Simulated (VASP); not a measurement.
Input of a VASP 6.6.1 run:

The input INCAR:

```
  PREC = Accurate
  ENCUT = 520
  EDIFF = 1E-6
  ISMEAR = 0
  SIGMA = 0.1
  LREAL = False
  LASPH = True
  NELM = 100
  ALGO = Normal
  ISIF = 2
  LWAVE = False
  LCHARG = False
  LDIPOL = True
  IDIPOL = 3
  DIPOL = 0.5 0.5 0.360
  GGA = PE
  NBANDS = 38
```

Contents of KPOINTS:

```
regular mesh
0
Gamma
  9 9 1
```

Contents of POSCAR:

```
Ti3N3Cl
1.0
    3.0028555067      0.0000000000      0.0000000000
   -1.5014277534      2.6005491527      0.0000000000
    0.0000000000      0.0000000000     21.5541471985
N Ti Cl
3 3 1
Direct
    0.3333333333      0.6666666667      0.1855791353
    0.0000000000      0.0000000000      0.2993308524
    0.6666666667      0.3333333333      0.4147299355
    0.6666666667      0.3333333333      0.2424549939
    0.3333333333      0.6666666667      0.3575097829
    0.0000000000      0.0000000000      0.4664599859
    0.5000000000      0.3333333333      0.5530967097
```

Potentials or basis: VASP PAW PBE potentials, release 64 (N, Ti_sv, Cl).

Launch:

```sh
$ cat potpaw_PBE.64/N/POTCAR potpaw_PBE.64/Ti_sv/POTCAR potpaw_PBE.64/Cl/POTCAR > POTCAR
$ mpirun -np 1 vasp_std > vasp.out
```

Question: Predict the band gap on the k mesh.

Answer: Zero (bands 29 and 30 overlap by 0.08 eV).

Question: Predict the largest force.

Answer: 5.589 eV/Å.

Forces in eV/Å, atoms in the order of the input:
```
N   -0.004  0.011  4.287
N    0.030  0.010  1.399
N    0.133 -0.112 -0.357
Ti  -0.011 -0.011 -5.589
Ti  -0.105 -0.027 -0.248
Ti  -1.080 -0.382  0.487
Cl   1.038  0.510  0.022
```
